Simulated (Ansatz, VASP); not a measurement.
**Sb: VASP beside Ansatz**

File POSCAR:

```
Sb
1.0
    3.3091953418      0.0000000000      0.0000000000
   -1.6545976709      2.8658472321      0.0000000000
    0.0000000000      0.0000000000      5.3962304974
Sb
2
Direct
    0.6666666667      0.3333333333      0.7500000000
    0.3333333333      0.6666666667      0.2500000000
```

Contents of INCAR.step1:

```
SYSTEM = Sb
PREC = Accurate
ENCUT = 520
EDIFF = 1E-5
ISMEAR = -1
SIGMA = 0.05
LREAL = .FALSE.
LASPH = .TRUE.
NELM = 80
ALGO = Normal
ISIF = 2
LWAVE = .TRUE.
LCHARG = .FALSE.
GGA = PE
NBANDS = 12
```

File INCAR.step2:

```
SYSTEM = Sb
PREC = Accurate
ENCUT = 520
EDIFF = 1E-6
ISMEAR = -1
SIGMA = 0.05
LREAL = .FALSE.
LASPH = .TRUE.
NELM = 80
ALGO = Normal
ISIF = 2
LWAVE = .FALSE.
LCHARG = .FALSE.
GGA = PE
LHFCALC = .TRUE.
AEXX = 0.25
PRECFOCK = Normal
ISTART = 1
NBANDS = 12
```

KPOINTS

```
regular mesh
0
G
  4 4 4
  0 0 0
```

The input input.yaml:

```yaml
crystal:
  lattice:
    - [3.3091953418, 0.0, 0.0]
    - [-1.6545976709, 2.8658472321, 0.0]
    - [0.0, 0.0, 5.3962304974]
  atoms:
    - { symbol: Sb, position: [0.6666666667, 0.3333333333, 0.75] }
    - { symbol: Sb, position: [0.3333333333, 0.6666666667, 0.25] }
hamiltonian:
  xc: pbe0
  pseudopotentials: { kind: paw }
kpoints:
  mp_grid: { grid: [4, 4, 4] }
scf:
  occupations: { method: fermi_dirac, width: 0.05 }
output:
  forces: true
  stress: true
  eigenvalues: true
```

Alike in both runs: task single point; functional PBE0; k mesh 4 × 4 × 4; occupations fermi-dirac, width 0.05 eV; no spin polarisation.

```csv
,VASP,Ansatz
version,VASP 6.6.1,Ansatz 0.2.0
potentials or method,"VASP PAW PBE potentials, release 64 (Sb)",Ansatz PAW
plane-wave cutoff (eV),520,420
valence electrons in the cell,10,30
```

Ansatz gave:

- gap on the k mesh at the Fermi level (eV): none
- pressure (GPa): 1.1
- traceless stress, the component that is largest in VASP (GPa): 1.56

**Question.** What did VASP give for the same quantities?

**Answer.** gap on the k mesh at the Fermi level (eV): none; pressure (GPa): -0.3; traceless stress, the component that is largest in VASP (GPa): 1.25.

A gap of «none» marks a metal or a gap that the smearing closes. With one functional, cell and mesh, what is left measures potentials, basis and numerics. VASP's potentials hold 10 valence electrons a cell and Ansatz's 30, so a difference there can come from the potentials and not from the codes.

The k mesh is coarse, so the values compare programs but aren't converged. Neither program's run includes spin-orbit coupling.
